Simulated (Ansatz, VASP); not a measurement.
Al5Ag19: VASP beside Ansatz

File INCAR:

```
SYSTEM = Al5Ag19
  ALGO = Normal
  EDIFF = 1E-6
  ENCUT = 400
  GGA = PE
  GGA_COMPAT = .FALSE.
  ISIF = 2
  ISMEAR = -1
  LASPH = .TRUE.
  LCHARG = .FALSE.
  LREAL = .FALSE.
  LWAVE = .FALSE.
  NBANDS = 130
  NELM = 120
  PREC = Accurate
  SIGMA = 0.1465
```

The input KPOINTS:

```
k-points
0
G
  3 3 3
  0 0 0
```

File POSCAR:

```
Al5Ag19
1.0
    7.4289630000     -0.2599610000     -0.0894670000
   -0.2599610000      7.5485870000     -0.2493150000
   -0.0894670000     -0.2493150000      7.6709390000
Ag Al
19 5
Direct
    0.5755303385      0.2264462000      0.1422033238
    0.9388658097      0.8480141947      0.4642946811
    0.5181820111      0.9571497174      0.9764706939
    0.0031097099      0.2106312595      0.6218526256
    0.1857650799      0.5910672565      0.5357307360
    0.3032999039      0.4973613209      0.1832971637
    0.6342933812      0.7114041726      0.2794545055
    0.5079975534      0.7186052849      0.6781710931
    0.8058896041      0.9701526288      0.8152471029
    0.2789254546      0.8543157594      0.2652662613
    0.6567512291      0.1045351524      0.4568659128
    0.5765242410      0.2618387661      0.7949814734
    0.1448956433      0.1157328966      0.0122718096
    0.2950097827      0.9646046408      0.6691739229
    0.8728949427      0.9927382740      0.1982571908
    0.1650361579      0.7587829732      0.9068041907
    0.7987116265      0.4530492837      0.4142719092
    0.8804332905      0.5896152979      0.0484519347
    0.3805253807      0.2859561572      0.4796833021
    0.5231067264      0.5945590005      0.9735153568
    0.8625488178      0.2705842787      0.9867993856
    0.0386781862      0.3014904019      0.2738611315
    0.8467063492      0.5843463137      0.7156733864
    0.2342714463      0.4152249199      0.7990701635
```

Input for Ansatz:

```yaml
crystal:
  lattice:
    - [7.428963, -0.259961, -0.089467]
    - [-0.259961, 7.548587, -0.249315]
    - [-0.089467, -0.249315, 7.670939]
  atoms:
    - { symbol: Ag, position: [0.5755303385, 0.2264462, 0.1422033238] }
    - { symbol: Ag, position: [0.9388658097, 0.8480141947, 0.4642946811] }
    - { symbol: Ag, position: [0.5181820111, 0.9571497174, 0.9764706939] }
    - { symbol: Ag, position: [0.0031097099, 0.2106312595, 0.6218526256] }
    - { symbol: Ag, position: [0.1857650799, 0.5910672565, 0.535730736] }
    - { symbol: Ag, position: [0.3032999039, 0.4973613209, 0.1832971637] }
    - { symbol: Ag, position: [0.6342933812, 0.7114041726, 0.2794545055] }
    - { symbol: Ag, position: [0.5079975534, 0.7186052849, 0.6781710931] }
    - { symbol: Ag, position: [0.8058896041, 0.9701526288, 0.8152471029] }
    - { symbol: Ag, position: [0.2789254546, 0.8543157594, 0.2652662613] }
    - { symbol: Ag, position: [0.6567512291, 0.1045351524, 0.4568659128] }
    - { symbol: Ag, position: [0.576524241, 0.2618387661, 0.7949814734] }
    - { symbol: Ag, position: [0.1448956433, 0.1157328966, 0.0122718096] }
    - { symbol: Ag, position: [0.2950097827, 0.9646046408, 0.6691739229] }
    - { symbol: Ag, position: [0.8728949427, 0.992738274, 0.1982571908] }
    - { symbol: Ag, position: [0.1650361579, 0.7587829732, 0.9068041907] }
    - { symbol: Ag, position: [0.7987116265, 0.4530492837, 0.4142719092] }
    - { symbol: Ag, position: [0.8804332905, 0.5896152979, 0.0484519347] }
    - { symbol: Ag, position: [0.3805253807, 0.2859561572, 0.4796833021] }
    - { symbol: Al, position: [0.5231067264, 0.5945590005, 0.9735153568] }
    - { symbol: Al, position: [0.8625488178, 0.2705842787, 0.9867993856] }
    - { symbol: Al, position: [0.0386781862, 0.3014904019, 0.2738611315] }
    - { symbol: Al, position: [0.8467063492, 0.5843463137, 0.7156733864] }
    - { symbol: Al, position: [0.2342714463, 0.4152249199, 0.7990701635] }
basis:
  ecutwfc: 420
kpoints:
  mp_grid: { grid: [3, 3, 3] }
hamiltonian:
  xc: pbe
scf:
  occupations: { method: fermi_dirac, width: 0.1465 }
output:
  forces: true
  stress: true
  eigenvalues: true
  populations: true
  write_density: true
  write_potential: true
  elf: true
  volumetric_format: npy
```

Alike in both runs: task single point; functional PBE; k mesh 3 × 3 × 3; occupations fermi-dirac, width 0.1465 eV; no spin polarisation.

|  | VASP | Ansatz |
| --- | --- | --- |
| version | VASP 6.6.1 | Ansatz 0.2.0 |
| potentials or method | VASP PAW PBE potentials, release 64 (Ag, Al), cutoff 400 eV | scalar-relativistic, plane waves, PAW |
| valence electrons in the cell | 224 | 376 |

|  | VASP | Ansatz | Ansatz less VASP |
| --- | --- | --- | --- |
| gap on the k mesh at the Fermi level (eV) | none | none | - |
| rms of the force components (eV/Å) | 1.045 | 1.056 | +0.0110 |

Atom by atom the forces differ by 0.014 eV/Å (rms over components). A gap of «none» marks a metal or a gap that the smearing closes. VASP's potentials hold 224 valence electrons a cell and Ansatz's 376, so a difference there can come from the potentials and not from the codes.
